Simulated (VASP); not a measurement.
# CuO in VASP: notebook, part 2 of 3

VASP 6.6.1.

### Step 3. Single point, PBE, collinear spin

This run uses another cell than the first one, of 9.55 Å³/atom.

Input file INCAR:

```
PREC     = Accurate       # precision mode
ENCUT    = 520            # plane-wave cutoff, eV
EDIFF    = 1E-6           # SCF threshold, eV
ISMEAR   = 0              # smearing method
SIGMA    = 0.1            # smearing width, eV
LREAL    = False          # projectors in reciprocal space
LASPH    = True           # aspherical terms in the spheres
NELM     = 150            # most SCF steps
ALGO     = Normal         # electronic algorithm
ISIF     = 2              # what is computed and relaxed
LWAVE    = False          # write WAVECAR
LCHARG   = False          # write CHGCAR
ISPIN    = 2              # spin polarisation
MAGMOM   = 1 0            # initial moments
LORBIT   = 11             # projections on sites
LMAXMIX  = 4              # l up to which the mixer works
GGA      = PE             # functional
NBANDS   = 20             # bands
```

Input file KPOINTS:

```
regular mesh
0
Gamma
  9 9 9
```

Input file POSCAR:

```
CuO
1.0
    1.5000338299      0.8660449338      2.4501623641
   -1.5000338299      0.8660449338      2.4501623641
    0.0000000000     -1.7320898726      2.4501623623
Cu O
1 1
Direct
    0.5000000000      0.5000000000      0.5000000000
    0.0000000000      0.0000000000      0.0000000000
```

Potentials or basis: VASP PAW PBE potentials, release 64 (Cu, O).

On the command line:

```sh
$ cat potpaw_PBE.64/Cu/POTCAR potpaw_PBE.64/O/POTCAR > POTCAR
$ mpirun -np 1 vasp_std > vasp.out
```

OUTCAR:

```text
PREC = Accurate
   ENCUT = 520
   EDIFF = 1E-6
   ISMEAR = 0
   LREAL = False
   LASPH = True
   NELM = 150
   ISIF = 2
   ISPIN = 2
   LORBIT = 11
   GGA = PE

 ion  position               nearest neighbor table
   1  0.500  0.500  0.500-   2 2.12   2 2.12   2 2.12   2 2.12   2 2.12   2 2.12
   2  0.000  0.000  0.000-   1 2.12   1 2.12   1 2.12   1 2.12   1 2.12   1 2.12

  LATTYP: Found a trigonal (rhomboedric) cell.
 ALAT       =     3.0005717670
 COS(alpha) =     0.5001679896

  Lattice vectors:

 A1 = (   1.5000338299,   0.8660449338,   2.4501623641)
 A2 = (  -1.5000338299,   0.8660449338,   2.4501623641)
 A3 = (   0.0000000000,  -1.7320898726,   2.4501623623)

Analysis of symmetry for initial positions (statically):
=====================================================================
 Subroutine PRICEL returns:
 Original cell was already a primitive cell.

 Routine SETGRP: Setting up the symmetry group for a
 trigonal (rhombohedral) supercell.

 Subroutine GETGRP returns: Found 12 space group operations
 (whereof 12 operations were pure point group operations)
 out of a pool of 12 trial point group operations.

The static configuration has the point symmetry D_3d.

Analysis of symmetry for dynamics (positions and initial velocities):
=====================================================================
 Subroutine PRICEL returns:
 Original cell was already a primitive cell.

 Routine SETGRP: Setting up the symmetry group for a
 trigonal (rhombohedral) supercell.

 Subroutine GETGRP returns: Found 12 space group operations
 (whereof 12 operations were pure point group operations)
 out of a pool of 12 trial point group operations.

The dynamic configuration has the point symmetry D_3d.

Analysis of structural, dynamic, and magnetic symmetry:
=====================================================================
 Subroutine PRICEL returns:
 Original cell was already a primitive cell.

 Routine SETGRP: Setting up the symmetry group for a
 trigonal (rhombohedral) supercell.

[... 143 lines left out ...]

 number of electron      17.0000011 magnetization      -0.0000266

 Free energy of the ion-electron system (eV)
  ---------------------------------------------------
  ext. energy  EPLUGINS =         0.00000000
  ---------------------------------------------------
  free energy    TOTEN  =        -9.54547416 eV

  energy without entropy =       -9.54048997  energy(sigma->0) =       -9.54298207

 E-fermi :   6.1670     XC(G=0): -12.3826

 val. band max:        6.1290408136   @ k =  -0.3333   0.3333   0.0000
 cond. band min:       6.1773551177   @ k =   0.3333   0.3333   0.2222
 fundamental gap:      0.0483143042
 Fermi energy:         6.1669805177

 spin component 1

 k-point     1 :       0.0000    0.0000    0.0000
  band No.  band energies     occupation
      1     -13.3831      1.00000
      2       3.6782      1.00000
      3       3.6789      1.00000
      4       3.6789      1.00000
      5       3.7750      1.00000
      6       3.7767      1.00000
[... 541 lines left out ...]
     19      39.4687      0.00000
     20      42.0164      0.00000

 [... further k-points ...]

 spin component 2

 k-point     1 :       0.0000    0.0000    0.0000
  band No.  band energies     occupation
      1     -13.3831      1.00000
      2       3.6781      1.00000
      3       3.6788      1.00000
      4       3.6788      1.00000
      5       3.7750      1.00000
      6       3.7767      1.00000
[... 541 lines left out ...]
     19      39.4687      0.00000
     20      42.0163      0.00000

 [... further k-points ...]
[... 5 lines left out ...]
  --------------------------------------------------------------------------------------
  -------------------------------------------------------------------------------------
  Total        0.0312675      0.0312675      0.0282128      0.0000000      0.0000000      0.0000000
  in kB        2.6231097      2.6231097      2.3668416      0.0000000      0.0000000      0.0000000
  external PRESSURE =       2.5376870 kB  Pullay stress =       0.0000000 kB

 VOLUME and BASIS-vectors are now :
 -----------------------------------------------------------------------------
  energy-cutoff  :      520.00
  volume of cell :       19.10
      direct lattice vectors                 reciprocal lattice vectors
     1.500033830  0.866044934  2.450162364     0.333325816  0.192445749  0.136045406
    -1.500033830  0.866044934  2.450162364    -0.333325816  0.192445749  0.136045406
     0.000000000 -1.732089873  2.450162362     0.000000000 -0.384891499  0.136045406

 POSITION                                       TOTAL-FORCE (eV/Angst)
 -----------------------------------------------------------------------------------
      0.00000     -0.00000      3.67524         0.000000      0.000000     -0.000000
      0.00000      0.00000      0.00000         0.000000     -0.000000      0.000000
 -----------------------------------------------------------------------------------
    total drift:                               -0.000000      0.000000     -0.000000

  FREE ENERGIE OF THE ION-ELECTRON SYSTEM (eV)
  ---------------------------------------------------
  free  energy   TOTEN  =        -9.5454741592 eV

  energy  without entropy=       -9.5404899739  energy(sigma->0) =       -9.54298207

 total charge

# of ion       s       p       d       tot
------------------------------------------
    1        0.309   0.319   9.151   9.778
    2        1.579   3.345   0.000   4.924
--------------------------------------------------
tot          1.887   3.664   9.151  14.702

 magnetization (x)

# of ion       s       p       d       tot
------------------------------------------
    1        0.000   0.000  -0.000  -0.000
    2       -0.000  -0.000   0.000  -0.000
--------------------------------------------------
tot         -0.000  -0.000  -0.000  -0.000
```

stdout:

```text
POSCAR found type information on POSCAR CuO
 POSCAR found :  2 types and       2 ions
 scaLAPACK will be used
 LDA part: xc-table for (Slater+PW92), standard interpolation
 POSCAR, INCAR and KPOINTS ok, starting setup
 FFT: planning ... GRIDC
 FFT: planning ... GRID_SOFT
 FFT: planning ... GRID
 WAVECAR not read
 entering main loop
```

Wall time 23 s (1 thread of Intel Xeon 6975P-C (Granite Rapids), shared host); peak memory 0.18 GiB.

What came out:

```
Free energy                                           : -9.5455 eV
Pressure                                              : 0.3 GPa
Net moment                                            : 0.00 μB per cell
Valence electrons inside the program's atomic spheres : Cu 9.78; O 4.92
```

Caveat: semilocal functionals often make such compounds metallic where correlation or magnetic order opens a gap, which also shifts bond lengths. With open d or f shells a metallic result of PBE can be an artefact of self-interaction; +U or a hybrid may open a gap.

### Step 4. Single point, PBE

This run uses another cell than the first one, of 9.56 Å³/atom.

Input file INCAR:

```
SYSTEM = CuO
PREC = Accurate ; ENCUT = 520
EDIFF = 1E-7 ; ISMEAR = 0
SIGMA = 0.1 ; LREAL = .False.
LASPH = .True. ; NELM = 80
ALGO = Normal ; ISIF = 2
LWAVE = .False. ; LCHARG = .False.
GGA = PE ; NBANDS = 16
```

Input file KPOINTS:

```
Automatic mesh
0
Gamma
  22 22 22
  0 0 0
```

Input file POSCAR:

```
CuO
1.0
    0.0000000000      2.1220470066      2.1220470066
    2.1220470066      0.0000000000      2.1220470066
    2.1220470066      2.1220470066      0.0000000000
Cu O
1 1
Direct
    0.5000000000      0.5000000000      0.5000000000
    0.0000000000      0.0000000000      0.0000000000
```

On the command line:

```sh
$ cat potpaw_PBE.64/Cu/POTCAR potpaw_PBE.64/O/POTCAR > POTCAR
$ mpirun -np 1 vasp_std > vasp.out
```

Wall time 37 s (1 thread of Intel Xeon 6975P-C (Granite Rapids), shared host); peak memory 0.21 GiB.

The run converged. Its results:

```yaml
Free_energy: -9.5379 eV
Pressure: 0.3 GPa
Band_gap_on_the_k_mesh: zero (an odd number of electrons rules out a gap without spin polarisation)
```

Levels at points of the mesh, in eV from the Fermi level:
```csv
k point,band 6,band 7,band 8,band 9,band 10,band 11,band 12,band 13
"(0.00, 0.00, 0.00)",-2.33,-2.33,-2.18,-2.18,1.40,18.17,18.64,18.64
"(0.50, 0.00, 0.00)",-1.82,-1.40,0.73,0.73,5.74,9.55,13.74,13.74
"(0.50, 0.50, 0.00)",-1.89,-1.64,-1.64,-1.47,5.62,10.57,12.07,16.12
```

Caveat: an odd number of electrons without spin polarisation forces a metal; a magnetic or distorted state may lie lower; semilocal functionals often make such compounds metallic where correlation or magnetic order opens a gap, which also shifts bond lengths.

(Part 2 of 3 ends here.)

The gap in the log of VASP goes by the Fermi energy; the results here count the filled bands.